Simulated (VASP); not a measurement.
Al: single point with r2SCAN

Crystal: Al.

```
Al
1.0
     0.00000    2.08470    2.08470
     2.08470    0.00000    2.08470
     2.08470    2.08470    0.00000
Al
1
Direct
  0.00000 0.00000 0.00000
```

This cell differs from its parent crystal: strain +0.030 along x and y, +0.030 along z.

- Program: VASP 6.6.1
- Task: single point
- Functional: r2SCAN
- Potentials or basis: VASP PAW PBE potentials, release 64 (Al)
- Cutoff: 520 eV
- k mesh: 20 × 20 × 20
- Occupations: gaussian, width 0.15 eV
- Spin: no spin polarisation

* Pressure: -9.1 GPa
* Band gap on the k mesh: zero (an odd number of electrons rules out a gap without spin polarisation)

Levels at points of the mesh, in eV from the Fermi level:
```tsv
k point	band 1	band 2	band 3	band 4	band 5	band 6
(0.00, 0.00, 0.00)	-11.24	12.77	12.77	12.77	13.92	13.92
(0.50, 0.00, 0.00)	-4.66	-4.46	11.26	11.26	11.61	11.61
(0.50, 0.50, 0.00)	-2.98	-1.67	5.40	5.51	5.51	8.97
```

Wall time 88 s on 1 thread of Intel(R) Xeon(R) Platinum 8259CL CPU @ 2.50GHz (Skylake/Cascade Lake), with other jobs on the host, peak memory 0.16 GiB.

Caveat: the cell differs from its parent crystal (strain +0.030 along x and y, +0.030 along z); the cell stands under tension; the PAW data sets were made with another functional, which shifts forces and pressure a little.
